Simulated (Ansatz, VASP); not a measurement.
TaSi2 in VASP and in Ansatz

```
Ta Si
1.0
     4.87988    0.00000    0.00000
    -2.43994    4.22610    0.00000
     0.00000    0.00000    6.22799
Ta Si
3 6
Cartesian
  2.4399 0.0000 3.1140
  1.2200 2.1131 5.1900
  -1.2200 2.1131 1.0380
  0.0000 1.3462 3.1140
  3.7141 0.6731 5.1900
  1.2741 3.5530 1.0380
  2.4399 2.8799 3.1140
  -1.2741 3.5530 5.1900
  1.1658 0.6731 1.0380
```

Change from the starting cell: strain +0.025 along x and y, -0.050 along z, atoms carried along.

Alike in both runs: task single point; functional PBEsol; k mesh 12 × 12 × 6; occupations gaussian, width 0.15 eV; no spin polarisation.

```csv
,VASP,Ansatz
version,VASP 6.6.1,Ansatz 0.2.0
potentials or method,"VASP PAW PBE potentials, release 64 (Ta_pv, Si), cutoff 520 eV","scalar-relativistic, plane waves, PAW"
valence electrons in the cell,57,63
```

```tsv
	VASP	Ansatz	Ansatz less VASP
gap on the k mesh at the Fermi level (eV)	none	none	-
pressure (GPa)	4.1	3.7	-0.33
traceless stress, the component that is largest in VASP (GPa)	19.17	19.08	-0.088
rms of the force components (eV/Å)	0.092	0.089	-0.0030
```

VASP's potentials were made for PBE, not for PBEsol. Atom by atom the forces differ by 0.003 eV/Å (rms over components). A gap of «none» marks a metal or a gap that the smearing closes. VASP's potentials hold 57 valence electrons a cell and Ansatz's 63, so a difference there can come from the potentials and not from the codes.

Spin-orbit coupling is off throughout.
